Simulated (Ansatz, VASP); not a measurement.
**Two plane-wave programs on PbO3**

INCAR

```
  ALGO = Normal
  EDIFF = 1E-6
  ENCUT = 520
  GGA = CA
  GGA_COMPAT = F
  ISIF = 2
  ISMEAR = 0
  ISPIN = 2
  LASPH = T
  LCHARG = F
  LORBIT = 11
  LREAL = F
  LWAVE = F
  MAGMOM = 0 1 1 1
  NBANDS = 28
  NELM = 200
  PREC = Accurate
  SIGMA = 0.1
```

The input KPOINTS:

```
k-points
0
Gamma
  6 6 6
```

Contents of POSCAR:

```
PbO3
1.0
    4.3622210000      0.0000000000      0.0000000000
    0.0000000000      4.3622210000      0.0000000000
    0.0000000000      0.0000000000      4.3622210000
Pb O
1 3
Direct
    0.0000000000      0.0000000000      0.0000000000
    0.0000000000      0.5000000000      0.0000000000
    0.0000000000      0.0000000000      0.5000000000
    0.5000000000      0.0000000000      0.0000000000
```

Input for Ansatz:

```yaml
crystal:
  lattice:
    - [4.362221, 0.0, 0.0]
    - [0.0, 4.362221, 0.0]
    - [0.0, 0.0, 4.362221]
  atoms:
    - { symbol: Pb, position: [0.0, 0.0, 0.0] }
    - { symbol: O, position: [0.0, 0.5, 0.0], spin: 1.0 }
    - { symbol: O, position: [0.0, 0.0, 0.5], spin: 1.0 }
    - { symbol: O, position: [0.5, 0.0, 0.0], spin: 1.0 }
magnetization:
  spin_polarized: true
basis:
  ecutwfc: 500
  fft_grid_basis: typed
kpoints:
  mp_grid: { grid: [6, 6, 6] }
hamiltonian:
  xc: lda
scf:
  occupations: { method: gaussian, width: 0.1 }
output:
  forces: true
  stress: true
  eigenvalues: true
  bader: true
  write_density: true
  volumetric_format: npy
  populations: true
```

Alike in both runs: task single point; functional LDA; k mesh 6 × 6 × 6; occupations gaussian, width 0.1 eV; collinear spin.

|  | VASP | Ansatz |
| --- | --- | --- |
| version | VASP 6.6.1 | Ansatz 0.2.0 |
| potentials or method | VASP PAW LDA potentials, release 64 (Pb_d, O), cutoff 520 eV | scalar-relativistic, plane waves, PAW |
| valence electrons in the cell | 32 | 32 |

|  | VASP | Ansatz | Ansatz less VASP |
| --- | --- | --- | --- |
| gap on the k mesh at the Fermi level (eV) | none | none | - |
| net moment per atom (μB) | 0.52 | 0.52 | +0.002 |
| size of the moment on the site where the two differ most (μB) | 0.57 | 0.65 | +0.076 |

LDA's correlation is that of Perdew and Zunger in VASP and of Perdew and Wang (1992) in Ansatz. Site moments also hang on the region over which each program counts them. A gap of «none» marks a metal or a gap that the smearing closes.

Spin-orbit coupling is off throughout.
